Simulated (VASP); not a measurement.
Input of a VASP 6.6.1 run:

INCAR

```
SYSTEM = Sn
PREC = Accurate
ENCUT = 520
EDIFF = 1E-6
ISMEAR = 0
SIGMA = 0.05
LREAL = .FALSE.
LASPH = .TRUE.
NELM = 150
ALGO = Normal
ISIF = 2
LWAVE = .FALSE.
LCHARG = .TRUE.
ISPIN = 2
MAGMOM = 0.5 0.5
LORBIT = 11
GGA = PE
LELF = .TRUE.
LVHAR = .TRUE.
NBANDS = 25
```

Contents of KPOINTS:

```
regular mesh
0
G
  1 1 23
  0 0 0
```

File POSCAR:

```
Sn
1.0
   11.3000000000      0.0000000000      0.0000000000
    0.0000000000      9.3000000000      0.0000000000
    0.0000000000      0.0000000000      3.0564484938
Sn
2
Direct
    0.3848157319      0.5000000000      0.0000000000
    0.6151842681      0.5000000000      0.5000000000
```

Potentials or basis: VASP PAW PBE potentials, release 64 (Sn_d).

Launch:

```console
$ cat potpaw_PBE.64/Sn_d/POTCAR > POTCAR
$ mpirun -np 1 vasp_std > vasp.out
```

(1) Estimate the band gap on the k mesh.

(2) What does it give for the net moment?

Results:

(1) zero (filled and empty bands overlap).

(2) 0.00 μB per cell.

Caveat: spin-orbit coupling is left out, which moves the levels of the heavy elements.
